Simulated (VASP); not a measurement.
Wanted: the native input for a VASP 6.6.1 run.

```
Task                   : single point
Functional             : LDA
Potentials or basis    : VASP PAW LDA potentials, release 64 (Sb)
Cutoff                 : 520 eV
k mesh                 : 14 × 14 × 8
Occupations            : fermi-dirac, width 0.05 eV
Spin                   : no spin polarisation
Dipole correction      : no
Further INCAR settings : ALGO = Normal; EDIFF = 1e-06; NBANDS = 12
```

The structure of Sb lies in POSCAR:

```
Sb
1.0
    2.5372765848      0.0000000000      0.0000000000
   -1.2686382924      2.1973459788      0.0000000000
    0.0000000000      0.0000000000      3.9605320719
Sb
2
Direct
    0.3333333333      0.6666666667      0.2500000000
    0.6666666667      0.3333333333      0.7500000000
```

This cell differs from its parent crystal: volume scaled by 0.43.

One way to write it, as run:

INCAR

```
SYSTEM = Sb
PREC     = Accurate       ! precision mode
ENCUT    = 520            ! plane-wave cutoff, eV
EDIFF    = 1E-6           ! SCF threshold, eV
ISMEAR   = -1             ! smearing method
SIGMA    = 0.05           ! smearing width, eV
LREAL    = .FALSE.        ! projectors in reciprocal space
LASPH    = .TRUE.         ! aspherical terms in the spheres
NELM     = 80             ! most SCF steps
ALGO     = Normal         ! electronic algorithm
ISIF     = 2              ! what is computed and relaxed
LWAVE    = .FALSE.        ! write WAVECAR
LCHARG   = .FALSE.        ! write CHGCAR
NBANDS   = 12             ! bands
```

KPOINTS

```
regular mesh
0
G
  14 14 8
  0 0 0
```

Potentials or basis: VASP PAW LDA potentials, release 64 (Sb).

Command:

```console
$ cat potpaw_LDA.64/Sb/POTCAR > POTCAR
$ mpirun -np 1 vasp_std > vasp.out
```

It gave:

The pressure is 438.5 GPa. The band gap on the k mesh is zero (band 5 reaches 34.36 eV, above the bottom of band 6 at 19.49 eV).

Caveat: spin-orbit coupling is left out, which moves the levels of the heavy elements.

It took 13 s on 1 thread of Intel Xeon 6975P-C, on a shared host, peak memory 0.14 GiB.
